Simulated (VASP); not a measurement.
## Mn: single point with RPBE

The system is Mn.

```
Mn
1.0
     0.00000    2.68803    2.68803
     2.68803    0.00000    2.68803
     2.68803    2.68803    0.00000
Mn
2
Direct
  0.12500 0.12500 0.12500
  0.87500 0.87500 0.87500
```

This isn't the form of Mn at room conditions, which is a 58-atom cubic cell.

* Program: VASP 6.6.1
* Task: single point
* Functional: RPBE
* Potentials or basis: VASP PAW PBE potentials, release 64 (Mn_pv)
* Cutoff: 520 eV
* k mesh: 12 × 12 × 12
* Occupations: fermi-dirac, width 0.05 eV
* Spin: collinear spin, antiferromagnetic start
* Starting moments: [2.622, -2.622] μB
* Dipole correction: no
* Further INCAR settings: ALGO = Normal; EDIFF = 1e-06; NBANDS = 24

| Item | Value |
| --- | --- |
| Pressure | -1.0 GPa |
| Band gap on the k mesh | zero (filled and empty bands overlap) |
| Net moment | 0.00 μB per cell |
| Site moments | Mn +2.95, -2.95 μB |
| Valence electrons inside the program's atomic spheres | Mn 11.68 |

Levels at points of the mesh, in eV from the Fermi level:
Spin up:
| k point | band 9 | band 10 | band 11 | band 12 | band 13 | band 14 | band 15 | band 16 | band 17 | band 18 |
| --- | --- | --- | --- | --- | --- | --- | --- | --- | --- | --- |
| (0.00, 0.00, 0.00) | -2.84 | -2.78 | -2.78 | -2.78 | 0.11 | 0.11 | 0.11 | 1.46 | 1.46 | 11.20 |
| (0.50, 0.00, 0.00) | -2.85 | -2.62 | -2.62 | -2.32 | -1.52 | 0.48 | 0.48 | 1.31 | 1.31 | 2.03 |
| (0.50, 0.50, 0.00) | -2.59 | -2.59 | -2.17 | -1.57 | -1.35 | 0.85 | 1.32 | 1.32 | 1.59 | 2.63 |
Spin down:
| k point | band 9 | band 10 | band 11 | band 12 | band 13 | band 14 | band 15 | band 16 | band 17 | band 18 |
| --- | --- | --- | --- | --- | --- | --- | --- | --- | --- | --- |
| (0.00, 0.00, 0.00) | -2.84 | -2.78 | -2.78 | -2.78 | 0.11 | 0.11 | 0.11 | 1.46 | 1.46 | 11.20 |
| (0.50, 0.00, 0.00) | -2.85 | -2.62 | -2.62 | -2.32 | -1.52 | 0.48 | 0.48 | 1.31 | 1.31 | 2.03 |
| (0.50, 0.50, 0.00) | -2.59 | -2.59 | -2.17 | -1.57 | -1.35 | 0.85 | 1.32 | 1.32 | 1.59 | 2.63 |

It took 2.7 min on 1 thread of Intel(R) Xeon(R) Platinum 8488C (Sapphire Rapids) (shared host), peak memory 0.22 GiB.

Caveat: the antiferromagnetic order is the one typed at the start, and another may lie lower; the PAW data sets were made with another functional, which shifts forces and pressure a little.
